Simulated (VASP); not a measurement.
The system is PbO.

```
Pb O
1.0
     3.99000    0.00000    0.00000
     0.00000    3.99000    0.00000
     0.00000    0.00000    5.01000
Pb O
2 2
Direct
  0.00000 0.50000 0.24000
  0.50000 0.00000 0.76000
  0.00000 0.00000 0.00000
  0.50000 0.50000 0.00000
```

```yaml
Program: VASP 6.6.1
Task: relaxation of cell and atoms
Functional: r2SCAN
Potentials_or_basis: VASP PAW PBE potentials, release 64 (Pb_d, O)
Cutoff: 600 eV
k_mesh: 8 × 8 × 6
Occupations: fermi-dirac, width 0.02 eV
Spin: no spin polarisation
```

At the start: pressure 0.1 GPa; volume 19.94 Å³/atom.

Problem. Where does the relaxation end?

Solution. Over 13 steps the energy falls by 4.4 meV/atom and the volume is 21.05 Å³/atom (+5.6 %); space group P4/nmm (No. 129, to 0.1 Å) before and after.

Step by step:
| step | energy change (eV) | largest force (eV/Å) | pressure (GPa) | volume (Å³) |
| --- | --- | --- | --- | --- |
| 1 | 0.0000 | 0.2922 | 0.13 | 79.76 |
| 2 | -0.0056 | 0.0650 | 0.65 | 79.94 |
| 3 | -0.0061 | 0.0300 | 0.90 | 80.02 |
| 4 | -0.0093 | 0.0143 | 0.20 | 81.02 |
| 5 | -0.0096 | 0.0309 | -0.05 | 81.42 |
| 6 | -0.0107 | 0.0273 | -0.04 | 81.59 |
| 7 | -0.0136 | 0.0168 | 0.00 | 82.09 |
| 8 | -0.0170 | 0.0075 | 0.11 | 83.09 |
| 9 | -0.0151 | 0.0651 | 0.47 | 85.03 |
| 10 | -0.0175 | 0.0379 | 0.28 | 83.78 |
| 11 | -0.0139 | 0.2218 | -1.02 | 85.38 |
| 12 | -0.0177 | 0.0137 | 0.02 | 84.09 |
| 13 | -0.0177 | 0.0005 | -0.02 | 84.19 |

Final structure:
```yaml
crystal:
  lattice:
    - [3.99783, 0.00000, 0.00000]
    - [0.00000, 3.99783, 0.00000]
    - [0.00000, 0.00000, 5.26757]
  atoms:
    - { symbol: Pb, position: [0.00000, 0.50000, 0.22578] }
    - { symbol: Pb, position: [0.50000, 0.00000, 0.77422] }
    - { symbol: O, position: [0.00000, 0.00000, 0.00000] }
    - { symbol: O, position: [0.50000, 0.50000, 0.00000] }
```

Caveat: the PAW data sets were made with another functional, which shifts forces and pressure a little.
